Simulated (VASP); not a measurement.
# Cd3Te (Pm-3m) in VASP: a series of runs

Runs on Cd3Te. Level: PBE. Tasks: single point, relaxation of cell and atoms.

Everything below comes from runs of VASP 6.6.1. Logs are shortened: lines on timing, memory, paths and dates and some standing lists are left out, and cuts for length are marked.

## Step 1: The cell of the first run

The structure is cubic, space group Pm-3m (No. 221). Conventional cell: a = 4.756 Å, b = 4.756 Å, c = 4.756 Å, α = 90.00°, β = 90.00°, γ = 90.00°. Cd (site symmetry 4/mmm) has 8 Cd at 3.36 Å and 4 Te at 3.36 Å within 4.4 Å. Within 4.4 Å of Te (site symmetry m-3m) lie 12 Cd at 3.36 Å.

The cell was built from a structure type or drawn by symmetry, and may not be a known phase.

## Step 2: Single point, PBE

Contents of INCAR:

```
PREC     = Accurate       # precision mode
ENCUT    = 520            # plane-wave cutoff, eV
EDIFF    = 1E-7           # SCF threshold, eV
ISMEAR   = 0              # smearing method
SIGMA    = 0.1            # smearing width, eV
LREAL    = F              # projectors in reciprocal space
LASPH    = T              # aspherical terms in the spheres
NELM     = 100            # most SCF steps
ALGO     = Fast           # electronic algorithm
ISIF     = 2              # what is computed and relaxed
LWAVE    = F              # write WAVECAR
LCHARG   = F              # write CHGCAR
GGA      = PE             # functional
NBANDS   = 29             # bands
```

Contents of KPOINTS:

```
regular mesh
0
Gamma
  4 4 4
```

Contents of POSCAR:

```
Cd3Te
1.0
    4.7555053500      0.0000000000      0.0000000000
    0.0000000000      4.7555053500      0.0000000000
    0.0000000000      0.0000000000      4.7555053500
Cd Te
3 1
Direct
    0.5000000000      0.5000000000      0.0000000000
    0.5000000000      0.0000000000      0.5000000000
    0.0000000000      0.5000000000      0.5000000000
    0.0000000000      0.0000000000      0.0000000000
```

Potentials or basis: VASP PAW PBE potentials, release 64 (Cd, Te).

The run is started by

```bash
> cat potpaw_PBE.64/Cd/POTCAR potpaw_PBE.64/Te/POTCAR > POTCAR
> mpirun -np 1 vasp_std > vasp.out
```

OUTCAR:

```text
PREC = Accurate
   ENCUT = 520
   EDIFF = 1E-7
   ISMEAR = 0
   LREAL = F
   LASPH = T
   NELM = 100
   ISIF = 2
   GGA = PE

 ion  position               nearest neighbor table
   1  0.500  0.500  0.000-   2 3.36   3 3.36   4 3.36   2 3.36   3 3.36   2 3.36   4 3.36   2 3.36
                             3 3.36   4 3.36   3 3.36   4 3.36
   2  0.500  0.000  0.500-   1 3.36   3 3.36   4 3.36   1 3.36   4 3.36   1 3.36   3 3.36   1 3.36
                             3 3.36   4 3.36   4 3.36   3 3.36
   3  0.000  0.500  0.500-   1 3.36   2 3.36   4 3.36   1 3.36   4 3.36   2 3.36   4 3.36   4 3.36
                             1 3.36   2 3.36   1 3.36   2 3.36
   4  0.000  0.000  0.000-   1 3.36   2 3.36   3 3.36   2 3.36   3 3.36   1 3.36   3 3.36   3 3.36
                             1 3.36   2 3.36   2 3.36   1 3.36

  LATTYP: Found a simple cubic cell.
 ALAT       =     4.7555053500

  Lattice vectors:

 A1 = (   4.7555053500,   0.0000000000,   0.0000000000)
 A2 = (   0.0000000000,   4.7555053500,   0.0000000000)
 A3 = (   0.0000000000,   0.0000000000,   4.7555053500)

Analysis of symmetry for initial positions (statically):
=====================================================================
 Subroutine PRICEL returns:
 Original cell was already a primitive cell.

 Routine SETGRP: Setting up the symmetry group for a
 simple cubic supercell.

 Subroutine GETGRP returns: Found 48 space group operations
 (whereof 48 operations were pure point group operations)
 out of a pool of 48 trial point group operations.

The static configuration has the point symmetry O_h .

Analysis of symmetry for dynamics (positions and initial velocities):
=====================================================================
 Subroutine PRICEL returns:
 Original cell was already a primitive cell.

 Routine SETGRP: Setting up the symmetry group for a
 simple cubic supercell.

 Subroutine GETGRP returns: Found 48 space group operations
 (whereof 48 operations were pure point group operations)
 out of a pool of 48 trial point group operations.

The dynamic configuration has the point symmetry O_h .

 Subroutine INISYM returns: Found 48 space group operations
 (whereof 48 operations are pure point group operations),
 and found     1 'primitive' translations

----------------------------------------------------------------------------------------

                                     Primitive cell

  volume of cell :     107.5450

  direct lattice vectors                    reciprocal lattice vectors
     4.755505350  0.000000000  0.000000000     0.210282594  0.000000000  0.000000000
     0.000000000  4.755505350  0.000000000     0.000000000  0.210282594  0.000000000
     0.000000000  0.000000000  4.755505350     0.000000000  0.000000000  0.210282594

  length of vectors
     4.755505350  4.755505350  4.755505350     0.210282594  0.210282594  0.210282594

  position of ions in fractional coordinates (direct lattice)
     0.500000000  0.500000000  0.000000000
     0.500000000  0.000000000  0.500000000
     0.000000000  0.500000000  0.500000000
     0.000000000  0.000000000  0.000000000

  ion indices of the primitive-cell ions
   primitive index   ion index
                 1           1
                 2           2
                 3           3
                 4           4

----------------------------------------------------------------------------------------

 KPOINTS: regular mesh

Automatic generation of k-mesh.
 Grid dimensions read from file:
 generate k-points for:    4    4    4

 Generating k-lattice:

  Cartesian coordinates                     Fractional coordinates (reciprocal lattice)
     0.052570648  0.000000000  0.000000000     0.250000000  0.000000000  0.000000000
     0.000000000  0.052570648  0.000000000     0.000000000  0.250000000  0.000000000
     0.000000000  0.000000000  0.052570648     0.000000000  0.000000000  0.250000000

  Length of vectors
     0.052570648  0.052570648  0.052570648

  Shift w.r.t. Gamma in fractional coordinates (k-lattice)
     0.000000000  0.000000000  0.000000000

 Subroutine IBZKPT returns following result:
 ===========================================

 Found     10 irreducible k-points:

 Following reciprocal coordinates:
            Coordinates               Weight
  0.000000  0.000000  0.000000      1.000000
  0.250000  0.000000  0.000000      6.000000
  0.500000  0.000000  0.000000      3.000000
  0.250000  0.250000  0.000000     12.000000
  0.500000  0.250000  0.000000     12.000000
  0.500000  0.500000  0.000000      3.000000
  0.250000  0.250000  0.250000      8.000000
  0.500000  0.250000  0.250000     12.000000
  0.500000  0.500000  0.250000      6.000000
  0.500000  0.500000  0.500000      1.000000
   k-points           NKPTS =     10   k-points in BZ     NKDIM =     10   number of bands    NBANDS=     29
   number of dos      NEDOS =    301   number of ions     NIONS =      4
   total plane-waves  NPLWV =  46656
[... 71 lines left out ...]

 k-point     1 :       0.0000    0.0000    0.0000
  band No.  band energies     occupation
      1      -8.4491      2.00000
      2      -5.6582      2.00000
      3      -5.6582      2.00000
      4      -5.6582      2.00000
      5      -5.6428      2.00000
      6      -5.4825      2.00000
[... 21 lines left out ...]
     28       9.1055      0.00000
     29      10.7227      0.00000

 k-point     2 :       0.2500    0.0000    0.0000
  band No.  band energies     occupation
      1      -8.2899      2.00000
      2      -5.6337      2.00000
      3      -5.5731      2.00000
      4      -5.5731      2.00000
      5      -5.5688      2.00000
      6      -5.4692      2.00000
[... 21 lines left out ...]
     28       8.5586      0.00000
     29      11.2074      0.00000

 k-point     3 :       0.5000    0.0000    0.0000
  band No.  band energies     occupation
      1      -8.1055      2.00000
      2      -5.6060      2.00000
      3      -5.5573      2.00000
      4      -5.4198      2.00000
      5      -5.4198      2.00000
      6      -5.4043      2.00000
[... 21 lines left out ...]
     28       9.5412      0.00000
     29      10.2018      0.00000

 k-point     4 :       0.2500    0.2500    0.0000
  band No.  band energies     occupation
      1      -8.1679      2.00000
      2      -5.5887      2.00000
      3      -5.5510      2.00000
      4      -5.5054      2.00000
      5      -5.4991      2.00000
      6      -5.4204      2.00000
[... 21 lines left out ...]
     28       9.0967      0.00000
     29      10.1195      0.00000

 k-point     5 :       0.5000    0.2500    0.0000
  band No.  band energies     occupation
      1      -8.0336      2.00000
      2      -5.5276      2.00000
      3      -5.4844      2.00000
      4      -5.4516      2.00000
      5      -5.4176      2.00000
      6      -5.3518      2.00000
[... 21 lines left out ...]
     28       8.8609      0.00000
     29       9.1036      0.00000

 k-point     6 :       0.5000    0.5000    0.0000
  band No.  band energies     occupation
      1      -7.9588      2.00000
      2      -5.4840      2.00000
      3      -5.4619      2.00000
      4      -5.4619      2.00000
      5      -5.4018      2.00000
      6      -5.2533      2.00000
[... 21 lines left out ...]
     28      10.2402      0.00000
     29      10.2402      0.00000

 k-point     7 :       0.2500    0.2500    0.2500
  band No.  band energies     occupation
      1      -8.0921      2.00000
      2      -5.5969      2.00000
      3      -5.4988      2.00000
      4      -5.4988      2.00000
      5      -5.4829      2.00000
      6      -5.3335      2.00000
[... 21 lines left out ...]
     28       8.9620      0.00000
     29      10.7414      0.00000

 k-point     8 :       0.5000    0.2500    0.2500
  band No.  band energies     occupation
      1      -8.0144      2.00000
      2      -5.5429      2.00000
      3      -5.4401      2.00000
      4      -5.4364      2.00000
      5      -5.3882      2.00000
      6      -5.3843      2.00000
[... 21 lines left out ...]
     28      10.6011      0.00000
     29      11.2882      0.00000

 k-point     9 :       0.5000    0.5000    0.2500
  band No.  band energies     occupation
      1      -7.9965      2.00000
      2      -5.4907      2.00000
      3      -5.4907      2.00000
      4      -5.4864      2.00000
      5      -5.3788      2.00000
      6      -5.3788      2.00000
[... 21 lines left out ...]
     28      11.2336      0.00000
     29      11.2336      0.00000

 k-point    10 :       0.5000    0.5000    0.5000
  band No.  band energies     occupation
      1      -8.0311      2.00000
      2      -5.5453      2.00000
      3      -5.5453      2.00000
      4      -5.5453      2.00000
      5      -5.3989      2.00000
      6      -5.3989      2.00000
[... 21 lines left out ...]
     28      13.6437      0.00000
     29      13.6502      0.00000

------------------------ aborting loop because EDIFF is reached ----------------------------------------

  FORCE on cell =-STRESS in cart. coord.  units (eV):
  Direction    XX          YY          ZZ          XY          YZ          ZX
  --------------------------------------------------------------------------------------
  -------------------------------------------------------------------------------------
  Total       -1.1180659     -1.1180659     -1.1180659      0.0000000      0.0000000      0.0000000
  in kB      -16.6566611    -16.6566611    -16.6566611      0.0000000      0.0000000      0.0000000
  external PRESSURE =     -16.6566611 kB  Pullay stress =       0.0000000 kB

 VOLUME and BASIS-vectors are now :
 -----------------------------------------------------------------------------
  energy-cutoff  :      520.00
  volume of cell :      107.54
      direct lattice vectors                 reciprocal lattice vectors
     4.755505350  0.000000000  0.000000000     0.210282594  0.000000000  0.000000000
     0.000000000  4.755505350  0.000000000     0.000000000  0.210282594  0.000000000
     0.000000000  0.000000000  4.755505350     0.000000000  0.000000000  0.210282594

 POSITION                                       TOTAL-FORCE (eV/Angst)
 -----------------------------------------------------------------------------------
      2.37775      2.37775      0.00000         0.000000      0.000000      0.000000
      2.37775      0.00000      2.37775         0.000000      0.000000      0.000000
      0.00000      2.37775      2.37775         0.000000      0.000000      0.000000
      0.00000      0.00000      0.00000         0.000000      0.000000      0.000000
 -----------------------------------------------------------------------------------
    total drift:                                0.000000      0.000000      0.000000

  FREE ENERGIE OF THE ION-ELECTRON SYSTEM (eV)
  ---------------------------------------------------
  free  energy   TOTEN  =        -5.2796562898 eV

  energy  without entropy=       -5.2699426812  energy(sigma->0) =       -5.27479949
```

It took 14 s on 1 thread of Intel Xeon 6975P-C (Granite Rapids), shared host; peak memory 0.2 GiB.

Results:

- Free energy: -5.2797 eV
- Pressure: -1.7 GPa
- Band gap on the k mesh: zero (bands 21 and 22 overlap by 2.79 eV)

Caveat: spin-orbit coupling is left out, which moves the levels of the heavy elements.

## Step 3: Single point, PBE

This run uses another cell than the first one, of 25.84 Å³/atom.

Contents of INCAR:

```
PREC     = Accurate       # precision mode
ENCUT    = 520            # plane-wave cutoff, eV
EDIFF    = 1E-6           # SCF threshold, eV
ISMEAR   = 0              # smearing method
SIGMA    = 0.1            # smearing width, eV
LREAL    = F              # projectors in reciprocal space
LASPH    = T              # aspherical terms in the spheres
NELM     = 60             # most SCF steps
ALGO     = Fast           # electronic algorithm
ISIF     = 2              # what is computed and relaxed
LWAVE    = F              # write WAVECAR
LCHARG   = T              # write CHGCAR
GGA      = PE             # functional
LELF     = T              # ELF
LVHAR    = T            
NBANDS   = 29             # bands
```

Contents of KPOINTS:

```
regular mesh
0
Gamma
  10 10 10
```

Contents of POSCAR:

```
Cd3Te
1.0
    4.6929895990      0.0000000000      0.0000000000
    0.0000000000      4.6929895990      0.0000000000
    0.0000000000      0.0000000000      4.6929895990
Cd Te
3 1
Direct
    0.5000000000      0.5000000000      0.0000000000
    0.5000000000      0.0000000000      0.5000000000
    0.0000000000      0.5000000000      0.5000000000
    0.0000000000      0.0000000000      0.0000000000
```

Potentials or basis: VASP PAW PBE potentials, release 64 (Cd, Te).

The run is started by

```bash
> cat potpaw_PBE.64/Cd/POTCAR potpaw_PBE.64/Te/POTCAR > POTCAR
> mpirun -np 1 vasp_std > vasp.out
```

Run time: 58 s. Hardware: 1 thread of Intel Xeon 6975P-C (Granite Rapids), shared host; peak memory 0.29 GiB.

Results (log left out):

```
Free energy            : -5.1206 eV
Pressure               : 0.2 GPa
Band gap on the k mesh : zero (bands 21 and 22 overlap by 2.81 eV)
```

Levels at points of the mesh, in eV from the Fermi level:
| k point | band 19 | band 20 | band 21 | band 22 | band 23 | band 24 |
| --- | --- | --- | --- | --- | --- | --- |
| (0.00, 0.00, 0.00) | -3.13 | -3.13 | 0.10 | 0.10 | 2.96 | 2.96 |
| (0.50, 0.00, 0.00) | -2.12 | -2.12 | 0.30 | 1.09 | 1.25 | 1.25 |
| (0.50, 0.50, 0.00) | -4.14 | -1.45 | 0.64 | 1.28 | 1.28 | 2.98 |
| (0.50, 0.50, 0.50) | -4.27 | -2.14 | -2.14 | -2.14 | -1.88 | 5.51 |

Caveat: spin-orbit coupling is left out, which moves the levels of the heavy elements.

## Step 4: Relaxation of cell and atoms, PBE

Contents of INCAR:

```
SYSTEM = Cd3Te
PREC     = Accurate       ! precision mode
ENCUT    = 600            ! plane-wave cutoff, eV
EDIFF    = 1E-6           ! SCF threshold, eV
ISMEAR   = 0              ! smearing method
SIGMA    = 0.1            ! smearing width, eV
LREAL    = .FALSE.        ! projectors in reciprocal space
LASPH    = .TRUE.         ! aspherical terms in the spheres
NELM     = 80             ! most SCF steps
ALGO     = Fast           ! electronic algorithm
ISIF     = 3              ! what is computed and relaxed
LWAVE    = .FALSE.        ! write WAVECAR
LCHARG   = .FALSE.        ! write CHGCAR
GGA      = PE             ! functional
IBRION   = 2              ! ionic algorithm
NSW      = 100            ! ionic steps
EDIFFG   = -0.01          ! ionic threshold
```

Contents of KPOINTS:

```
regular mesh
0
G
  10 10 10
  0 0 0
```

Contents of POSCAR:

```
Cd3Te
1.0
    4.7555053500      0.0000000000      0.0000000000
    0.0000000000      4.7555053500      0.0000000000
    0.0000000000      0.0000000000      4.7555053500
Cd Te
3 1
Direct
    0.5000000000      0.5000000000      0.0000000000
    0.5000000000      0.0000000000      0.5000000000
    0.0000000000      0.5000000000      0.5000000000
    0.0000000000      0.0000000000      0.0000000000
```

The run is started by

```bash
> cat potpaw_PBE.64/Cd/POTCAR potpaw_PBE.64/Te/POTCAR > POTCAR
> mpirun -np 1 vasp_std > vasp.out
```

Wall time 2.9 min (1 thread of Intel Xeon 6975P-C (Granite Rapids), shared host); peak memory 0.37 GiB.

The run converged. Its results:

```yaml
Free_energy: -5.1212 eV
Relaxed_volume: 25.90 Å³/atom
Relaxed_cell: a = 4.697 Å, b = 4.697 Å, c = 4.697 Å, α = 90.00°, β = 90.00°, γ = 90.00°
Space_group_after_relaxing_to_0.1_Å: Pm-3m (No. 221)
Energy_gained_by_relaxing: 4.5 meV/atom
Ionic_steps: 3
Pressure_after_relaxing: 0.0 GPa
Band_gap_on_the_k_mesh: zero (bands 21 and 22 overlap by 2.80 eV)
```

The path:
```tsv
step	energy change (eV)	largest force (eV/Å)	pressure (GPa)	volume (Å³)
1	0.0000	0.0000	-1.36	107.54
2	-0.0176	0.0000	-0.17	104.03
3	-0.0178	0.0000	0.00	103.61
```

Final structure:
```cif
data_structure
_symmetry_space_group_name_H-M 'P 1'
_symmetry_Int_Tables_number 1
_cell_length_a 4.6968
_cell_length_b 4.6968
_cell_length_c 4.6968
_cell_angle_alpha 90.000
_cell_angle_beta 90.000
_cell_angle_gamma 90.000
_cell_volume 103.61
loop_
_atom_site_label
_atom_site_type_symbol
_atom_site_fract_x
_atom_site_fract_y
_atom_site_fract_z
_atom_site_occupancy
Cd1 Cd 0.50000 0.50000 0.00000 1
Cd2 Cd 0.50000 0.00000 0.50000 1
Cd3 Cd 0.00000 0.50000 0.50000 1
Te1 Te 0.00000 0.00000 0.00000 1
```

Levels at points of the mesh, in eV from the Fermi level:
| k point | band 17 | band 18 | band 19 | band 20 | band 21 | band 22 | band 23 | band 24 | band 25 |
| --- | --- | --- | --- | --- | --- | --- | --- | --- | --- |
| (0.00, 0.00, 0.00) | -4.71 | -3.12 | -3.12 | -3.12 | 0.10 | 0.10 | 2.95 | 2.95 | 2.95 |
| (0.50, 0.00, 0.00) | -6.57 | -2.68 | -2.11 | -2.11 | 0.30 | 1.09 | 1.26 | 1.26 | 2.20 |
| (0.50, 0.50, 0.00) | -5.06 | -5.06 | -4.13 | -1.44 | 0.65 | 1.27 | 1.27 | 2.98 | 2.98 |
| (0.50, 0.50, 0.50) | -4.25 | -4.25 | -4.25 | -2.13 | -2.13 | -2.13 | -1.86 | 5.50 | 5.50 |

Caveat: spin-orbit coupling is left out, which moves the levels of the heavy elements.

## Step 5: Summary

```csv
task,cell,k mesh,cutoff (eV),gap on the mesh (eV),pressure (GPa)
single point,"a = 4.756 Å, 4 atoms",4 × 4 × 4,520,none,-1.7
single point,"a = 4.693 Å, 4 atoms",10 × 10 × 10,520,none,0.2
relaxation of cell and atoms,"relaxed from a = 4.756 Å, 4 atoms",10 × 10 × 10,600,none,0.0
```

Alike in all rows: level PBE; potentials or basis VASP PAW PBE potentials, release 64 (Cd, Te); no spin polarisation; smearing gaussian 0.1 eV.

Caveats: spin-orbit coupling is left out, which moves the levels of the heavy elements.

Total energies depend on the potentials used, so only differences within one code and one set of settings carry meaning.
